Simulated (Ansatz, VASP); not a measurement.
One calculation of SrO, two programs

Contents of INCAR:

```
SYSTEM = SrO
ALGO = Normal
EDIFF = 1E-7
ENCUT = 520
GGA = PE
ISIF = 2
ISMEAR = 0
LASPH = .TRUE.
LCHARG = .FALSE.
LREAL = .FALSE.
LWAVE = .FALSE.
NBANDS = 15
NELM = 60
PREC = Accurate
SIGMA = 0.02
```

File KPOINTS:

```
k-points
0
G
  8 8 8
  0 0 0
```

File POSCAR:

```
SrO
1.0
    0.0256980000      2.6494381020      2.6415488160
    2.6347902420      0.0000000000      2.6672468160
    2.6090922420      2.6494381020      0.0256980000
Sr O
1 1
Direct
   -0.0486419177      0.0486419177     -0.0486419177
    0.5486419177      0.4513580823      0.5486419177
```

Input for Ansatz:

```yaml
crystal:
  lattice:
    - [0.025698, 2.649438102, 2.641548816]
    - [2.634790242, 0.0, 2.667246816]
    - [2.609092242, 2.649438102, 0.025698]
  atoms:
    - { symbol: Sr, position: [-0.0486419177, 0.0486419177, -0.0486419177] }
    - { symbol: O, position: [0.5486419177, 0.4513580823, 0.5486419177] }
basis:
  ecutwfc: 420
kpoints:
  mp_grid: { grid: [8, 8, 8] }
hamiltonian:
  xc: pbe
scf:
  occupations: { method: gaussian, width: 0.02 }
output:
  forces: true
  stress: true
  eigenvalues: true
```

Alike in both runs: task single point; functional PBE; k mesh 8 × 8 × 8; occupations gaussian, width 0.02 eV; no spin polarisation.

```csv
,VASP,Ansatz
version,VASP 6.6.1,Ansatz 0.2.0
potentials or method,"VASP PAW PBE potentials, release 64 (Sr_sv, O), cutoff 520 eV","scalar-relativistic, plane waves, PAW"
valence electrons in the cell,16,16
```

VASP gave:

* gap on the k mesh at the Fermi level (eV): 3.46
* least direct gap on the mesh (eV): 3.58
* pressure (GPa): 4.9
* traceless stress, the component that is largest in VASP (GPa): 15.44
* rms of the force components (eV/Å): 1.429

Which values does Ansatz return?

gap on the k mesh at the Fermi level (eV): 3.47; least direct gap on the mesh (eV): 3.60; pressure (GPa): 4.1; traceless stress, the component that is largest in VASP (GPa): 14.51; rms of the force components (eV/Å): 1.339.

Atom by atom the forces differ by 0.090 eV/Å (rms over components).
